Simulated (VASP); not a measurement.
# Pt2Se (Pnnm) in VASP: a series of runs

Runs on Pt2Se. Level: PBE. Tasks: relaxation of cell and atoms, single point.

Program: VASP 6.6.1. These are calculated values, not measurements. Logs are shortened: lines on timing, memory, paths and dates and some standing lists are left out, and cuts for length are marked.

## (1) The cell of the first run

The structure is orthorhombic, space group Pnnm (No. 58). Conventional cell: a = 4.806 Å, b = 5.866 Å, c = 3.662 Å, α = 90.00°, β = 90.00°, γ = 90.00°. Pt (site symmetry m) has 1 Pt at 2.39 Å and 3 Se at 2.42 to 2.44 Å within 3.2 Å. Se (site symmetry 2/m) has 6 Pt at 2.42 to 2.44 Å within 3.2 Å.

## (2) Relaxation of cell and atoms, PBE

INCAR

```
SYSTEM = Pt2Se
ALGO     = Normal         ! electronic algorithm
EDIFF    = 1E-7           ! SCF threshold, eV
EDIFFG   = -0.04          ! ionic threshold
ENCUT    = 600            ! plane-wave cutoff, eV
GGA      = PE             ! functional
IBRION   = 2              ! ionic algorithm
ISIF     = 3              ! what is computed and relaxed
ISMEAR   = 0              ! smearing method
LASPH    = .TRUE.         ! aspherical terms in the spheres
LCHARG   = .FALSE.        ! write CHGCAR
LREAL    = .FALSE.        ! projectors in reciprocal space
LWAVE    = .FALSE.        ! write WAVECAR
NELM     = 100            ! most SCF steps
NSW      = 90             ! ionic steps
PREC     = Accurate       ! precision mode
SIGMA    = 0.1            ! smearing width, eV
```

KPOINTS

```
k-points
0
G
  4 4 6
  0 0 0
```

POSCAR

```
Pt2Se
1.0
    4.8062210766      0.0000000000      0.0000000000
    0.0000000000      5.8659557333      0.0000000000
    0.0000000000      0.0000000000      3.6619239198
Pt Se
4 2
Direct
    0.2004000000      0.3787000000      0.0000000000
    0.7996000000      0.6213000000      0.0000000000
    0.7004000000      0.1213000000      0.5000000000
    0.2996000000      0.8787000000      0.5000000000
    0.0000000000      0.0000000000      0.0000000000
    0.5000000000      0.5000000000      0.5000000000
```

Potentials or basis: VASP PAW PBE potentials, release 64 (Pt, Se).

Run with:

```bash
$ cat potpaw_PBE.64/Pt/POTCAR potpaw_PBE.64/Se/POTCAR > POTCAR
$ mpirun -np 1 vasp_std > vasp.out
```

OUTCAR:

```text
SYSTEM = Pt2Se
   EDIFF = 1E-7
   EDIFFG = -0.04
   ENCUT = 600
   GGA = PE
   IBRION = 2
   ISIF = 3
   ISMEAR = 0
   LASPH = .TRUE.
   LREAL = .FALSE.
   NELM = 100
   NSW = 90
   PREC = Accurate

 ion  position               nearest neighbor table
   1  0.200  0.379  0.000-   2 2.39   5 2.42   6 2.44   6 2.44   2 3.21   3 3.38   3 3.38   3 3.38
                             3 3.38   4 3.49   4 3.49   4 3.49   4 3.49
   2  0.800  0.621  0.000-   1 2.39   5 2.42   6 2.44   6 2.44   1 3.21   4 3.38   4 3.38   4 3.38
                             4 3.38   3 3.49   3 3.49   3 3.49   3 3.49
   3  0.700  0.121  0.500-   4 2.39   6 2.42   5 2.44   5 2.44   4 3.21   1 3.38   1 3.38   1 3.38
                             1 3.38   2 3.49   2 3.49   2 3.49   2 3.49
   4  0.300  0.879  0.500-   3 2.39   6 2.42   5 2.44   5 2.44   3 3.21   2 3.38   2 3.38   2 3.38
                             2 3.38   1 3.49   1 3.49   1 3.49   1 3.49
   5  0.000  0.000  0.000-   1 2.42   2 2.42   3 2.44   4 2.44   3 2.44   4 2.44
   6  0.500  0.500  0.500-   3 2.42   4 2.42   1 2.44   2 2.44   1 2.44   2 2.44

  LATTYP: Found a simple orthorhombic cell.
 ALAT       =     3.6619239198
 B/A-ratio  =     1.3124852350
 C/A-ratio  =     1.6018781006

  Lattice vectors:

 A1 = (   0.0000000000,   0.0000000000,   3.6619239198)
 A2 = (   4.8062210766,   0.0000000000,   0.0000000000)
 A3 = (   0.0000000000,   5.8659557333,   0.0000000000)

Analysis of symmetry for initial positions (statically):
=====================================================================
 Subroutine PRICEL returns:
 Original cell was already a primitive cell.

 Routine SETGRP: Setting up the symmetry group for a
 simple orthorhombic supercell.

 Subroutine GETGRP returns: Found  8 space group operations
 (whereof  4 operations were pure point group operations)
 out of a pool of  8 trial point group operations.

The static configuration has the point symmetry C_2h.
 The point group associated with its full space group is D_2h.

Analysis of symmetry for dynamics (positions and initial velocities):
=====================================================================
 Subroutine PRICEL returns:
 Original cell was already a primitive cell.

 Routine SETGRP: Setting up the symmetry group for a
 simple orthorhombic supercell.

 Subroutine GETGRP returns: Found  8 space group operations
 (whereof  4 operations were pure point group operations)
 out of a pool of  8 trial point group operations.

The dynamic configuration has the point symmetry C_2h.
 The point group associated with its full space group is D_2h.

 Subroutine INISYM returns: Found  8 space group operations
 (whereof  4 operations are pure point group operations),
 and found     1 'primitive' translations

----------------------------------------------------------------------------------------

                                     Primitive cell

  volume of cell :     103.2409

  direct lattice vectors                    reciprocal lattice vectors
     4.806221077  0.000000000  0.000000000     0.208063671  0.000000000  0.000000000
     0.000000000  5.865955733  0.000000000     0.000000000  0.170475204  0.000000000
     0.000000000  0.000000000  3.661923920     0.000000000  0.000000000  0.273080496

  length of vectors
     4.806221077  5.865955733  3.661923920     0.208063671  0.170475204  0.273080496

  position of ions in fractional coordinates (direct lattice)
     0.200400000  0.378700000  0.000000000
     0.799600000  0.621300000  0.000000000
     0.700400000  0.121300000  0.500000000
     0.299600000  0.878700000  0.500000000
     0.000000000  0.000000000  0.000000000
     0.500000000  0.500000000  0.500000000

  ion indices of the primitive-cell ions
   primitive index   ion index
                 1           1
                 2           2
                 3           3
                 4           4
                 5           5
                 6           6

----------------------------------------------------------------------------------------

 KPOINTS: k-points

Automatic generation of k-mesh.
 Grid dimensions read from file:
 generate k-points for:    4    4    6

 Generating k-lattice:

  Cartesian coordinates                     Fractional coordinates (reciprocal lattice)
     0.052015918  0.000000000  0.000000000     0.250000000  0.000000000  0.000000000
     0.000000000  0.042618801  0.000000000     0.000000000  0.250000000  0.000000000
     0.000000000  0.000000000  0.045513416     0.000000000  0.000000000  0.166666667

  Length of vectors
     0.052015918  0.042618801  0.045513416

  Shift w.r.t. Gamma in fractional coordinates (k-lattice)
     0.000000000  0.000000000  0.000000000

 Subroutine IBZKPT returns following result:
 ===========================================

 Found     36 irreducible k-points:

 Following reciprocal coordinates:
            Coordinates               Weight
  0.000000  0.000000  0.000000      1.000000
  0.250000  0.000000  0.000000      2.000000
  0.500000  0.000000  0.000000      1.000000
  0.000000  0.250000  0.000000      2.000000
  0.250000  0.250000  0.000000      4.000000
  0.500000  0.250000  0.000000      2.000000
[... 16 lines left out ...]
  0.250000  0.250000  0.333333      8.000000
  0.500000  0.250000  0.333333      4.000000
 [... further k-points ...]
   k-points           NKPTS =     36   k-points in BZ     NKDIM =     36   number of bands    NBANDS=     31
   number of dos      NEDOS =    301   number of ions     NIONS =      6
   total plane-waves  NPLWV =  57600
   dimension x,y,z NGX =    40 NGY =   48 NGZ =   30
   dimension x,y,z NGXF=    80 NGYF=   96 NGZF=   60
   ions per type =               4   2
   NGX,Y,Z   is equivalent  to a cutoff of  13.84, 13.60, 13.62 a.u.
   NGXF,Y,Z  is equivalent  to a cutoff of  27.67, 27.21, 27.24 a.u.
 SYSTEM =  Pt2Se
   PREC   = accura    normal or accurate (medium, high low for compatibility)
   ISTART =      0    job   : 0-new  1-cont  2-samecut
   ICHARG =      2    charge: 1-file 2-atom 10-const
   ISPIN  =      1    spin polarized calculation?
   LNONCOLLINEAR =      F non collinear calculations
   LSORBIT =      F    spin-orbit coupling
   LASPH  =      T    aspherical Exc in radial PAW
   ENCUT  =  600.0 eV  44.10 Ry    6.64 a.u.   9.60 11.72  7.31*2*pi/ulx,y,z
   NELM   =    100;   NELMIN=  2; NELMDL= -5     # of ELM steps
   EDIFF  = 0.1E-06   stopping-criterion for ELM
   LREAL  =      F    real-space projection
   EDIFFG = -.4E-01   stopping-criterion for IOM
   NSW    =     90    number of steps for IOM
   IBRION =      2    ionic relax: 0-MD 1-quasi-New 2-CG
   NFREE  =      1    steps in history (QN), initial steepest desc. (CG)
   ISIF   =      3    stress and relaxation
   ISYM   =      2    0-nonsym 1-usesym 2-fastsym
   POTIM  = 0.5000    time-step for ionic-motion
   TEBEG  =    0.0;   TEEND  =   0.0 temperature during run
   PSTRESS=    0.0 pullay stress
   NELECT =      52.0000    total number of electrons
   NUPDOWN=      -1.0000    fix difference up-down
   EMIN   =  10.00;   EMAX   =-10.00  energy-range for DOS
   EFERMI =   0.00;   METHOD = LEGACY
   ISMEAR =     0;   SIGMA  =   0.10  broadening in eV -4-tet -1-fermi 0-gaus
   EFERMI_NEDOS =   21; number of points for ismear=-14 and -15
   IALGO  =     38    algorithm
   IMIX   =      4    mixing-type and parameters
     AMIX     =   0.40;   BMIX     =  1.00
     AMIX_MAG =   1.60;   BMIX_MAG =  1.00
  volume/ion in A,a.u.               =      17.21       116.12
  Fermi-wavevector in a.u.,A,eV,Ry     =   1.302543  2.461449 23.083885  1.696618
  Thomas-Fermi vector in A             =   2.433604
   LORBIT       =      0    0 simple, 1 ext, 2 COOP (PROOUT), +10 PAW based schemes
   GGA     = PE    functional components
   LHFCALC =     F    Hartree Fock is set to
   AEXX    =    0.0000 exact exchange contribution
   IVDW    =     0    specifies the selected vdW correction
   LEPSILON=     F    determine dielectric tensor
   LRPA    =     F    only Hartree local field effects (RPA)
 conjugate gradient relaxation of ions
 non-spin polarized calculation
 Gauss-broadening in eV      SIGMA  =   0.10
  energy-cutoff  :      600.00
  volume of cell :      103.24
 maximum number of plane-waves:      3468
 NGX is ok and might be reduce to    40
   NGX = 19   NGY = 23   NGZ = 15

--------------------------------------- Ionic step        1  -------------------------------------------

 number of electron      52.0000003 magnetization

 Free energy of the ion-electron system (eV)
  ---------------------------------------------------
  ext. energy  EPLUGINS =         0.00000000
  ---------------------------------------------------
  free energy    TOTEN  =       -27.46832522 eV

  energy without entropy =      -27.44381215  energy(sigma->0) =      -27.45606868

------------------------ aborting loop because EDIFF is reached ----------------------------------------

  FORCE on cell =-STRESS in cart. coord.  units (eV):
  Direction    XX          YY          ZZ          XY          YZ          ZX
  --------------------------------------------------------------------------------------
  -------------------------------------------------------------------------------------
  Total       19.1093491     19.4253604     14.7029228      0.0000000      0.0000000      0.0000000
  in kB      296.5545787    301.4587028    228.1720363      0.0000000      0.0000000      0.0000000
  external PRESSURE =     275.3951059 kB  Pullay stress =       0.0000000 kB
[... 27 lines left out ...]
--------------------------------------- Ionic step        2  -------------------------------------------

 number of electron      51.9999995 magnetization

 E-fermi :   3.8727     XC(G=0):  -9.9212

 val. band max:        3.8577207867   @ k =   0.5000   0.0000   0.3333
 cond. band min:       3.8745172700   @ k =   0.0000   0.2500   0.3333
 fundamental gap:      0.0167964834
 Fermi energy:         3.8726899407

 k-point     1 :       0.0000    0.0000    0.0000
  band No.  band energies     occupation
      1      -9.9533      2.00000
      2      -9.5969      2.00000
      3      -1.2873      2.00000
      4      -1.1709      2.00000
      5      -0.6042      2.00000
      6      -0.4587      2.00000
[... 880 lines left out ...]
  FREE ENERGIE OF THE ION-ELECTRON SYSTEM (eV)
  ---------------------------------------------------
  free  energy   TOTEN  =       -28.8776343070 eV

  energy  without entropy=      -28.8499689085  energy(sigma->0) =      -28.86380161

[... ionic steps 4 to 41 ...]

--------------------------------------- Ionic step       42  -------------------------------------------

 number of electron      52.0000009 magnetization

------------------------ aborting loop because EDIFF is reached ----------------------------------------
[... 75 lines left out ...]
--------------------------------------- Ionic step       44  -------------------------------------------

 number of electron      52.0000010 magnetization

 Free energy of the ion-electron system (eV)
  ---------------------------------------------------
  ext. energy  EPLUGINS =         0.00000000
  ---------------------------------------------------
  free energy    TOTEN  =       -30.75637833 eV

  energy without entropy =      -30.73779763  energy(sigma->0) =      -30.74708798

 E-fermi :   8.6539     XC(G=0): -12.1200

 val. band max:        8.6083007436   @ k =   0.0000   0.2500   0.0000
 cond. band min:       8.6614177013   @ k =   0.2500   0.2500   0.1667
 fundamental gap:      0.0531169577
 Fermi energy:         8.6539187872

 k-point     1 :       0.0000    0.0000    0.0000
  band No.  band energies     occupation
      1      -6.7591      2.00000
      2      -6.0085      2.00000
      3       0.2117      2.00000
      4       1.9142      2.00000
      5       3.0175      2.00000
      6       3.3469      2.00000
[... 840 lines left out ...]
  FREE ENERGIE OF THE ION-ELECTRON SYSTEM (eV)
  ---------------------------------------------------
  free  energy   TOTEN  =       -30.7563783337 eV

  energy  without entropy=      -30.7377976336  energy(sigma->0) =      -30.74708798

 reached required accuracy - stopping structural energy minimisation
```

It took 53 min on 1 thread of Intel Xeon Platinum 8259CL at 2.50GHz (Skylake/Cascade Lake), shared host; peak memory 0.33 GiB.

What came out:

| Item | Value |
| --- | --- |
| Free energy | -30.7564 eV |
| Relaxed volume | 17.32 Å³/atom |
| Relaxed cell | a = 3.928 Å, b = 7.587 Å, c = 3.486 Å, α = 90.00°, β = 90.00°, γ = 90.00° |
| Space group after relaxing (to 0.05 Å) | Pnnm (No. 58) |
| Energy gained by relaxing | 548.0 meV/atom |
| Ionic steps | 44 |
| Pressure after relaxing | 0.0 GPa |
| Largest force after relaxing | 0.005 eV/Å |
| Band gap on the k mesh | zero (band 26 reaches 9.16 eV, above the bottom of band 27 at 8.56 eV) |

Forces on the atoms (eV/Å):
```
Pt   0.003 -0.004  0.000
Pt  -0.003  0.004  0.000
Pt   0.003  0.004  0.000
Pt  -0.003 -0.004  0.000
Se   0.000  0.000  0.000
Se   0.000  0.000  0.000
```

The path:
```csv
step,energy change (eV),largest force (eV/Å),pressure (GPa),volume (Å³)
1,0.0000,2.5468,27.54,103.24
3,-1.4093,0.3668,-2.26,120.97
5,-1.4203,0.4429,-0.44,119.18
7,-1.7002,0.1585,-0.07,117.15
9,-2.0141,1.1579,2.69,111.32
11,-2.0566,1.1978,2.25,111.19
13,-2.2045,1.2457,0.93,110.29
15,-2.2353,1.4034,0.75,109.46
17,-2.6112,0.7142,-2.63,109.63
19,-2.7643,0.1790,-5.05,109.50
21,-2.8729,0.2912,0.76,105.04
23,-2.8948,0.3148,1.09,104.85
25,-3.0042,0.5373,-0.28,106.00
27,-3.1353,0.3361,0.17,105.89
29,-3.1778,0.3262,0.67,105.70
31,-3.2015,0.2398,-2.03,107.13
33,-3.2472,0.2383,-0.94,105.30
35,-3.2521,0.2382,-0.45,104.58
37,-3.2755,0.1605,1.71,103.02
39,-3.2867,0.0208,0.02,103.99
41,-3.2871,0.0151,0.01,103.97
43,-3.2877,0.0121,-0.20,104.04
44,-3.2881,0.0052,0.01,103.90
```

Final structure:
```
Pt Se
1.0
     3.92761    0.00000    0.00000
     0.00000    7.58727    0.00000
     0.00000    0.00000    3.48644
Pt Se
4 2
Direct
  0.14209 0.32378 0.00000
  0.85791 0.67622 0.00000
  0.64209 0.17622 0.50000
  0.35791 0.82378 0.50000
  0.00000 0.00000 0.00000
  0.50000 0.50000 0.50000
```

Levels at points of the mesh, in eV from the Fermi level:
| k point | band 24 | band 25 | band 26 | band 27 | band 28 | band 29 |
| --- | --- | --- | --- | --- | --- | --- |
| (0.00, 0.00, 0.00) | -0.74 | -0.22 | 0.03 | 0.73 | 0.94 | 1.94 |
| (0.50, 0.00, 0.00) | -1.16 | -1.00 | -1.00 | 1.34 | 1.34 | 1.80 |
| (0.00, 0.50, 0.00) | -1.24 | -0.48 | -0.48 | 0.89 | 0.89 | 1.13 |
| (0.50, 0.50, 0.00) | -1.47 | -1.27 | -1.27 | 1.13 | 1.13 | 1.34 |
| (0.00, 0.00, 0.50) | -1.01 | -0.94 | -0.94 | 0.83 | 0.83 | 2.36 |
| (0.50, 0.00, 0.50) | -1.46 | 0.48 | 0.48 | 0.80 | 0.80 | 1.51 |
| (0.00, 0.50, 0.50) | -1.29 | -1.18 | -1.18 | 1.00 | 1.00 | 1.45 |
| (0.50, 0.50, 0.50) | -1.55 | -0.45 | -0.45 | 0.23 | 0.23 | 1.38 |

Caveat: spin-orbit coupling is left out, which moves the levels of the heavy elements.

[end of part 1 of 2]
